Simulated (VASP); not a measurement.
Crystal: TiS2.

```
Ti S
1.0
     3.46176    0.00000    0.00000
    -1.73088    2.99797    0.00000
     0.00000    0.00000    5.82480
Ti S
1 2
Direct
  0.00000 0.00000 0.00000
  0.33333 0.66667 0.23831
  0.66667 0.33333 0.76169
```

This cell differs from its parent crystal: strain +1.5%.

Base run:

| Item | Value |
| --- | --- |
| Program | VASP 6.6.1 |
| Functional | PBE |
| Potentials or basis | VASP PAW PBE potentials, release 64 (Ti_sv, S) |
| Cutoff | 500 eV |
| k mesh | 12 × 12 × 4 |
| Occupations | fermi-dirac, width 0.02 eV |
| Spin | no spin polarisation |

Its results: band gap on the k mesh 0.09 eV (least direct gap 0.46 eV); pressure -0.4 GPa; largest force 0.080 eV/Å.

The run is repeated on the same cell with these changes: functional from PBE to r2SCAN; cutoff from 500 eV to 550 eV. What comes out?

Band gap on the k mesh 0.35 eV (least direct gap 0.70 eV); pressure -1.0 GPa; largest force 0.028 eV/Å.

Caveats: semilocal functionals underestimate gaps, and a narrow one can read as zero; this functional lacks dispersion, which binds layers or chains, so the pressure and a relaxed spacing across them are unreliable (at least some runs); the PAW data sets were made with another functional, which shifts forces and pressure a little (at least some runs).

A k mesh can miss the band edges.
